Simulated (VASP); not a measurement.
# Au (P6/mmm) in VASP: a series of runs

The runs below take Au through relaxation of cell and atoms, with LDA.

Everything below comes from runs of VASP 6.6.1. Logs are shortened: lines on timing, memory, paths and dates and some standing lists are left out, and cuts for length are marked.

**1. The cell of the first run**

Symmetry: P6/mmm, No. 191, hexagonal system. Conventional cell: a = 2.678 Å, b = 2.678 Å, c = 2.517 Å, α = 90.00°, β = 90.00°, γ = 120.00°. Au (site symmetry 6/mmm) has 8 Au at 2.52 to 2.68 Å within 3.3 Å.

**2. Relaxation of cell and atoms, LDA, target pressure 23 GPa, at which the enthalpy is minimised**

File INCAR:

```
SYSTEM = Au
ALGO = Normal
EDIFF = 1E-7
EDIFFG = -0.005
ENCUT = 600
GGA = CA
IBRION = 2
ISIF = 3
ISMEAR = -1
LASPH = .TRUE.
LCHARG = .FALSE.
LREAL = .FALSE.
LWAVE = .FALSE.
NELM = 80
NSW = 60
PREC = Accurate
PSTRESS = 230.0
SIGMA = 0.1
```

File KPOINTS:

```
k-points
0
G
  16 16 15
  0 0 0
```

File POSCAR:

```
Au
1.0
    2.6778855302      0.0000000000      0.0000000000
   -1.3389427651      2.3191168976      0.0000000000
    0.0000000000      0.0000000000      2.5172123984
Au
1
Direct
    0.0000000000      0.0000000000      0.0000000000
```

Potentials or basis: VASP PAW LDA potentials, release 64 (Au).

Started as:

```console
> cat potpaw_LDA.64/Au/POTCAR > POTCAR
> mpirun -np 1 vasp_std > vasp.out
```

OUTCAR:

```text
SYSTEM = Au
   EDIFF = 1E-7
   EDIFFG = -0.005
   ENCUT = 600
   GGA = CA
   IBRION = 2
   ISIF = 3
   ISMEAR = -1
   LASPH = .TRUE.
   LREAL = .FALSE.
   NELM = 80
   NSW = 60
   PREC = Accurate
   PSTRESS = 230.0

 ion  position               nearest neighbor table
   1  0.000  0.000  0.000-

  LATTYP: Found a hexagonal cell.
 ALAT       =     2.6778855302
 C/A-ratio  =     0.9400000000

  Lattice vectors:

 A1 = (   2.6778855302,   0.0000000000,   0.0000000000)
 A2 = (  -1.3389427651,   2.3191168976,   0.0000000000)
 A3 = (   0.0000000000,   0.0000000000,   2.5172123984)

Analysis of symmetry for initial positions (statically):
=====================================================================
 Subroutine PRICEL returns:
 Original cell was already a primitive cell.

 Routine SETGRP: Setting up the symmetry group for a
 hexagonal supercell.

 Subroutine GETGRP returns: Found 24 space group operations
 (whereof 24 operations were pure point group operations)
 out of a pool of 24 trial point group operations.

The static configuration has the point symmetry D_6h.

Analysis of symmetry for dynamics (positions and initial velocities):
=====================================================================
 Subroutine PRICEL returns:
 Original cell was already a primitive cell.

 Routine SETGRP: Setting up the symmetry group for a
 hexagonal supercell.

 Subroutine GETGRP returns: Found 24 space group operations
 (whereof 24 operations were pure point group operations)
 out of a pool of 24 trial point group operations.

The dynamic configuration has the point symmetry D_6h.

 Subroutine INISYM returns: Found 24 space group operations
 (whereof 24 operations are pure point group operations),
 and found     1 'primitive' translations

----------------------------------------------------------------------------------------

                                     Primitive cell

  volume of cell :      15.6327

  direct lattice vectors                    reciprocal lattice vectors
     2.677885530  0.000000000  0.000000000     0.373428957  0.215599309  0.000000000
    -1.338942765  2.319116898  0.000000000     0.000000000  0.431198617  0.000000000
     0.000000000  0.000000000  2.517212398     0.000000000  0.000000000  0.397264848

  length of vectors
     2.677885530  2.677885530  2.517212398     0.431198617  0.431198617  0.397264848

  position of ions in fractional coordinates (direct lattice)
     0.000000000  0.000000000  0.000000000

  ion indices of the primitive-cell ions
   primitive index   ion index
                 1           1

----------------------------------------------------------------------------------------

 KPOINTS: k-points

Automatic generation of k-mesh.
 Grid dimensions read from file:
 generate k-points for:   16   16   15

 Generating k-lattice:

  Cartesian coordinates                     Fractional coordinates (reciprocal lattice)
     0.023339310  0.013474957  0.000000000     0.062500000  0.000000000  0.000000000
     0.000000000  0.026949914  0.000000000     0.000000000  0.062500000  0.000000000
     0.000000000  0.000000000  0.026484323     0.000000000  0.000000000  0.066666667

  Length of vectors
     0.026949914  0.026949914  0.026484323

  Shift w.r.t. Gamma in fractional coordinates (k-lattice)
     0.000000000  0.000000000  0.000000000

 Subroutine IBZKPT returns following result:
 ===========================================

 Found    240 irreducible k-points:

 Following reciprocal coordinates:
            Coordinates               Weight
  0.000000  0.000000  0.000000      1.000000
  0.062500 -0.000000  0.000000      6.000000
  0.125000 -0.000000  0.000000      6.000000
  0.187500  0.000000  0.000000      6.000000
  0.250000 -0.000000  0.000000      6.000000
  0.312500 -0.000000  0.000000      6.000000
[... 16 lines left out ...]
  0.187500  0.187500  0.000000      6.000000
  0.250000  0.187500  0.000000     12.000000
 [... further k-points ...]
   k-points           NKPTS =    240   k-points in BZ     NKDIM =    240   number of bands    NBANDS=      9
   number of dos      NEDOS =    301   number of ions     NIONS =      1
   total plane-waves  NPLWV =  11520
   dimension x,y,z NGX =    24 NGY =   24 NGZ =   20
   dimension x,y,z NGXF=    48 NGYF=   48 NGZF=   40
   ions per type =               1
   NGX,Y,Z   is equivalent  to a cutoff of  14.90, 14.90, 13.21 a.u.
   NGXF,Y,Z  is equivalent  to a cutoff of  29.80, 29.80, 26.42 a.u.
 SYSTEM =  Au
   PREC   = accura    normal or accurate (medium, high low for compatibility)
   ISTART =      0    job   : 0-new  1-cont  2-samecut
   ICHARG =      2    charge: 1-file 2-atom 10-const
   ISPIN  =      1    spin polarized calculation?
   LNONCOLLINEAR =      F non collinear calculations
   LSORBIT =      F    spin-orbit coupling
   LASPH  =      T    aspherical Exc in radial PAW
   ENCUT  =  600.0 eV  44.10 Ry    6.64 a.u.   5.35  5.35  5.03*2*pi/ulx,y,z
   NELM   =     80;   NELMIN=  2; NELMDL= -5     # of ELM steps
   EDIFF  = 0.1E-06   stopping-criterion for ELM
   LREAL  =      F    real-space projection
   EDIFFG = -.5E-02   stopping-criterion for IOM
   NSW    =     60    number of steps for IOM
   IBRION =      2    ionic relax: 0-MD 1-quasi-New 2-CG
   NFREE  =      1    steps in history (QN), initial steepest desc. (CG)
   ISIF   =      3    stress and relaxation
   ISYM   =      2    0-nonsym 1-usesym 2-fastsym
   POTIM  = 0.5000    time-step for ionic-motion
   TEBEG  =    0.0;   TEEND  =   0.0 temperature during run
   PSTRESS=  230.0 pullay stress
   NELECT =      11.0000    total number of electrons
   NUPDOWN=      -1.0000    fix difference up-down
   EMIN   =  10.00;   EMAX   =-10.00  energy-range for DOS
   EFERMI =   0.00;   METHOD = LEGACY
   ISMEAR =    -1;   SIGMA  =   0.10  broadening in eV -4-tet -1-fermi 0-gaus
   EFERMI_NEDOS =   21; number of points for ismear=-14 and -15
   IALGO  =     38    algorithm
   IMIX   =      4    mixing-type and parameters
     AMIX     =   0.40;   BMIX     =  1.00
     AMIX_MAG =   1.60;   BMIX_MAG =  1.00
  volume/ion in A,a.u.               =      15.63       105.49
  Fermi-wavevector in a.u.,A,eV,Ry     =   1.456110  2.751649 28.847844  2.120257
  Thomas-Fermi vector in A             =   2.573066
   LORBIT       =      0    0 simple, 1 ext, 2 COOP (PROOUT), +10 PAW based schemes
   GGA     = CA    functional components
   LHFCALC =     F    Hartree Fock is set to
   AEXX    =    0.0000 exact exchange contribution
   IVDW    =     0    specifies the selected vdW correction
   LEPSILON=     F    determine dielectric tensor
   LRPA    =     F    only Hartree local field effects (RPA)
 conjugate gradient relaxation of ions
 non-spin polarized calculation
  energy-cutoff  :      600.00
  volume of cell :       15.63
 maximum number of plane-waves:       550
 NGX is ok and might be reduce to    24
   NGX = 11   NGY = 11   NGZ = 11

--------------------------------------- Ionic step        1  -------------------------------------------

 number of electron      11.0000001 magnetization

 Free energy of the ion-electron system (eV)
  ---------------------------------------------------
  ext. energy  EPLUGINS =         0.00000000
  ---------------------------------------------------
  free energy    TOTEN  =        -4.11516244 eV

  energy without entropy =       -4.10709242  energy(sigma->0) =       -4.11112743

------------------------ aborting loop because EDIFF is reached ----------------------------------------

  FORCE on cell =-STRESS in cart. coord.  units (eV):
  Direction    XX          YY          ZZ          XY          YZ          ZX
  --------------------------------------------------------------------------------------
  -------------------------------------------------------------------------------------
  Total        2.3201138      2.3201138      4.9866703      0.0000000     -0.0000000     -0.0000000
  in kB      237.7854964    237.7854964    511.0774631      0.0000000     -0.0000000     -0.0000000
  external PRESSURE =      98.8828187 kB  Pullay stress =     230.0000000 kB
[... 94 lines left out ...]
  energy  without entropy=       -4.2528085908  energy(sigma->0) =       -4.25660217

  enthalpy is  TOTEN    =        -1.9185017841 eV   P V=        2.3418939589

 E-fermi :   9.9428     XC(G=0): -13.1841

 val. band max:        9.9419674276   @ k =   0.2500   0.1875   0.2000
 cond. band min:       9.9657559571   @ k =   0.4375   0.0625   0.0667
 fundamental gap:      0.0237885294
 Fermi energy:         9.9428475078

 k-point     1 :       0.0000    0.0000    0.0000
  band No.  band energies     occupation
      1      -0.3269      2.00000
      2       2.5414      2.00000
      3       4.9667      2.00000
      4       4.9667      2.00000
      5       8.3148      2.00000
      6       8.3148      2.00000
      7      23.4888      0.00000
      8      25.0414      0.00000
      9      30.1833      0.00000
[... 265 lines left out ...]
 k-point    24 :       0.2500    0.1875    0.0000
  band No.  band energies     occupation
      1       2.9921      2.00000
      2       3.5258      2.00000
      3       4.5129      2.00000
      4       6.5573      2.00000
      5       7.5948      2.00000
      6       9.3861      1.99239
      7      17.5903      0.00000
      8      20.4935      0.00000
      9      28.6407      0.00000

 [... further k-points ...]

[... ionic steps 4 to 7 ...]

--------------------------------------- Ionic step        8  -------------------------------------------

 number of electron      11.0000002 magnetization

------------------------ aborting loop because EDIFF is reached ----------------------------------------
[... 69 lines left out ...]
--------------------------------------- Ionic step       10  -------------------------------------------

 number of electron      11.0000002 magnetization

 Free energy of the ion-electron system (eV)
  ---------------------------------------------------
  ext. energy  EPLUGINS =         0.00000000
  ---------------------------------------------------
  free energy    TOTEN  =        -4.23467321 eV

  energy without entropy =       -4.22711013  energy(sigma->0) =       -4.23089167

 E-fermi :  10.0994     XC(G=0): -13.2314

 val. band max:       10.0343176253   @ k =   0.3125  -0.0000   0.4000
 cond. band min:      10.1275424907   @ k =   0.2500   0.1875   0.2000
 fundamental gap:      0.0932248654
 Fermi energy:        10.0993683300

 k-point     1 :       0.0000    0.0000    0.0000
  band No.  band energies     occupation
      1      -0.2769      2.00000
      2       2.6364      2.00000
      3       5.0558      2.00000
      4       5.0558      2.00000
      5       8.4505      2.00000
      6       8.4505      2.00000
      7      23.4594      0.00000
      8      25.2268      0.00000
      9      30.5626      0.00000
[... 265 lines left out ...]
 k-point    24 :       0.2500    0.1875    0.0000
  band No.  band energies     occupation
      1       3.1255      2.00000
      2       3.6013      2.00000
      3       4.6046      2.00000
      4       6.6192      2.00000
      5       7.7002      2.00000
      6       9.5758      1.98941
      7      17.8643      0.00000
      8      20.7620      0.00000
      9      28.7195      0.00000

 [... further k-points ...]

------------------------ aborting loop because EDIFF is reached ----------------------------------------

  FORCE on cell =-STRESS in cart. coord.  units (eV):
  Direction    XX          YY          ZZ          XY          YZ          ZX
  --------------------------------------------------------------------------------------
  -------------------------------------------------------------------------------------
  Total        2.3166599      2.3166599      2.3136076      0.0000000      0.0000000     -0.0000000
  in kB      230.2968409    230.2968409    229.9934221      0.0000000      0.0000000     -0.0000000
  external PRESSURE =       0.1957013 kB  Pullay stress =     230.0000000 kB
[... 20 lines left out ...]
  energy  without entropy=       -4.2271101330  energy(sigma->0) =       -4.23089167

  enthalpy is  TOTEN    =        -1.9209993978 eV   P V=        2.3136738162

 reached required accuracy - stopping structural energy minimisation
```

Wall time 93 s (1 thread of AMD EPYC 9R45 (Zen 5), shared host); peak memory 0.14 GiB.

What came out:

```
Free energy                                            : -4.2347 eV
Relaxed volume                                         : 16.12 Å³/atom
Relaxed cell                                           : a = 2.667 Å, b = 2.667 Å, c = 2.617 Å, α = 90.00°, β = 90.00°, γ = 120.00°
Space group after relaxing (to 0.05 Å)                 : P6/mmm (No. 191)
Energy change on relaxing (the enthalpy is what falls) : -119.5 meV/atom
Ionic steps                                            : 10
Pressure after relaxing                                : 23.0 GPa
```

The path:
| step | energy change (eV) | largest force (eV/Å) | pressure (GPa) | volume (Å³) |
| --- | --- | --- | --- | --- |
| 1 | 0.0000 | 0.0000 | 32.89 | 15.63 |
| 2 | -0.1811 | 0.0000 | 4.03 | 17.83 |
| 3 | -0.1452 | 0.0000 | 19.51 | 16.31 |
| 4 | -0.1385 | 0.0000 | 20.29 | 16.26 |
| 5 | -0.1367 | 0.0000 | 20.51 | 16.25 |
| 6 | -0.0667 | 0.0000 | 29.25 | 15.82 |
| 7 | -0.1189 | 0.0000 | 23.09 | 16.11 |
| 8 | -0.1185 | 0.0000 | 23.13 | 16.11 |
| 9 | -0.1208 | 0.0000 | 22.86 | 16.13 |
| 10 | -0.1195 | 0.0000 | 23.02 | 16.12 |

Final structure:
```
CELL_PARAMETERS angstrom
2.66654 0.00000 0.00000
-1.33327 2.30929 0.00000
0.00000 0.00000 2.61733
ATOMIC_POSITIONS crystal
Au 0.00000 0.00000 0.00000
```

Levels at points of the mesh, in eV from the Fermi level:
```tsv
k point	band 2	band 3	band 4	band 5	band 6	band 7	band 8	band 9
(0.00, 0.00, 0.00)	-7.46	-5.04	-5.04	-1.65	-1.65	13.36	15.13	20.46
(0.50, 0.00, 0.00)	-6.56	-3.94	-2.15	-1.18	-1.00	3.99	12.69	17.12
```

Caveat: the cell is relaxed towards a set pressure, so the enthalpy falls and the energy may rise; spin-orbit coupling is left out, which moves the levels of the heavy elements.

**3. Relaxation of cell and atoms, LDA, target pressure 23 GPa, at which the enthalpy is minimised**

This run uses another cell than the first one, of 16.08 Å³/atom, 1.028 times its volume.

File INCAR:

```
SYSTEM = Au
PREC     = Accurate       ! precision mode
ENCUT    = 600            ! plane-wave cutoff, eV
EDIFF    = 1E-7           ! SCF threshold, eV
ISMEAR   = -1             ! smearing method
SIGMA    = 0.1            ! smearing width, eV
LREAL    = .False.        ! projectors in reciprocal space
LASPH    = .True.         ! aspherical terms in the spheres
NELM     = 80             ! most SCF steps
ALGO     = Normal         ! electronic algorithm
ISIF     = 3              ! what is computed and relaxed
LWAVE    = .False.        ! write WAVECAR
LCHARG   = .False.        ! write CHGCAR
IBRION   = 2              ! ionic algorithm
NSW      = 32             ! ionic steps
EDIFFG   = -0.005         ! ionic threshold
PSTRESS  = 230.0
```

File KPOINTS:

```
regular mesh
0
Gamma
  16 16 15
  0 0 0
```

File POSCAR:

```
Au
1.0
    2.6638763739      0.0000000000      0.0000000000
   -1.3319381869      2.3069846123      0.0000000000
    0.0000000000      0.0000000000      2.6161614327
Au
1
Direct
    0.0000000000      0.0000000000      0.0000000000
```

Potentials or basis: VASP PAW LDA potentials, release 64 (Au).

Started as:

```console
> cat potpaw_LDA.64/Au/POTCAR > POTCAR
> mpirun -np 1 vasp_std > vasp.out
```

OUTCAR:

```text
SYSTEM = Au
   PREC = Accurate
   ENCUT = 600
   EDIFF = 1E-7
   ISMEAR = -1
   LREAL = .False.
   LASPH = .True.
   NELM = 80
   ISIF = 3
   IBRION = 2
   NSW = 32
   EDIFFG = -0.005
   PSTRESS = 230.0

 ion  position               nearest neighbor table
   1  0.000  0.000  0.000-

  LATTYP: Found a hexagonal cell.
 ALAT       =     2.6638763739
 C/A-ratio  =     0.9820881548

  Lattice vectors:

 A1 = (   2.6638763739,   0.0000000000,   0.0000000000)
 A2 = (  -1.3319381869,   2.3069846123,   0.0000000000)
 A3 = (   0.0000000000,   0.0000000000,   2.6161614327)

Analysis of symmetry for initial positions (statically):
=====================================================================
 Subroutine PRICEL returns:
 Original cell was already a primitive cell.

 Routine SETGRP: Setting up the symmetry group for a
 hexagonal supercell.

[... 208 lines left out ...]
 fundamental gap:      0.0688340879
 Fermi energy:         9.9440372491

 k-point     1 :       0.0000    0.0000    0.0000
  band No.  band energies     occupation
      1      -0.3362      2.00000
      2       2.5590      2.00000
      3       4.9546      2.00000
      4       4.9546      2.00000
      5       8.2990      2.00000
      6       8.2990      2.00000
      7      23.3079      0.00000
      8      25.0788      0.00000
      9      30.3000      0.00000
[... 312 lines left out ...]
--------------------------------------- Ionic step        3  -------------------------------------------

 number of electron      11.0000001 magnetization

 Free energy of the ion-electron system (eV)
  ---------------------------------------------------
  ext. energy  EPLUGINS =         0.00000000
  ---------------------------------------------------
  free energy    TOTEN  =        -4.23520392 eV

  energy without entropy =       -4.22764187  energy(sigma->0) =       -4.23142290

 E-fermi :  10.0968     XC(G=0): -13.2305

 val. band max:       10.0311598470   @ k =   0.3125   0.0000   0.4000
 cond. band min:      10.1249929810   @ k =   0.1250   0.0625   0.4667
 fundamental gap:      0.0938331340
 Fermi energy:        10.0968220649

 k-point     1 :       0.0000    0.0000    0.0000
  band No.  band energies     occupation
      1      -0.2781      2.00000
      2       2.6354      2.00000
      3       5.0539      2.00000
      4       5.0539      2.00000
      5       8.4477      2.00000
      6       8.4477      2.00000
      7      23.4531      0.00000
      8      25.2251      0.00000
      9      30.5606      0.00000
[... 308 lines left out ...]
  energy  without entropy=       -4.2276418705  energy(sigma->0) =       -4.23142290

  enthalpy is  TOTEN    =        -1.9211803291 eV   P V=        2.3140235908

 reached required accuracy - stopping structural energy minimisation
```

Wall time 39 s (1 thread of AMD EPYC 9R45 (Zen 5), shared host); peak memory 0.15 GiB.

What came out:

- Free energy: -4.2352 eV
- Relaxed volume: 16.12 Å³/atom
- Relaxed cell: a = 2.667 Å, b = 2.667 Å, c = 2.618 Å, α = 90.00°, β = 90.00°, γ = 120.00°
- Space group after relaxing (to 0.05 Å): P6/mmm (No. 191)
- Energy change on relaxing (the enthalpy is what falls): -6.1 meV/atom
- Ionic steps: 3
- Pressure after relaxing: 23.0 GPa

The path:
| step | energy change (eV) | largest force (eV/Å) | pressure (GPa) | volume (Å³) |
| --- | --- | --- | --- | --- |
| 1 | 0.0000 | 0.0000 | 23.76 | 16.08 |
| 2 | -0.0247 | 0.0000 | 20.55 | 16.26 |
| 3 | -0.0061 | 0.0000 | 22.99 | 16.12 |

Final structure:
```xyz
1
Lattice="2.6666 0.0000 0.0000 -1.3333 2.3093 0.0000 0.0000 0.0000 2.6176" Properties=species:S:1:pos:R:3 pbc="T T T"
Au    0.0000    0.0000    0.0000
```

Levels at points of the mesh, in eV from the Fermi level:
| k point | band 3 | band 4 | band 5 | band 6 | band 7 | band 8 | band 9 |
| --- | --- | --- | --- | --- | --- | --- | --- |
| (0.00, 0.00, 0.00) | -5.04 | -5.04 | -1.65 | -1.65 | 13.36 | 15.13 | 20.46 |
| (0.50, 0.00, 0.00) | -3.94 | -2.15 | -1.18 | -1.00 | 3.99 | 12.69 | 17.12 |

Caveat: the cell is relaxed towards a set pressure, so the enthalpy falls and the energy may rise; spin-orbit coupling is left out, which moves the levels of the heavy elements.
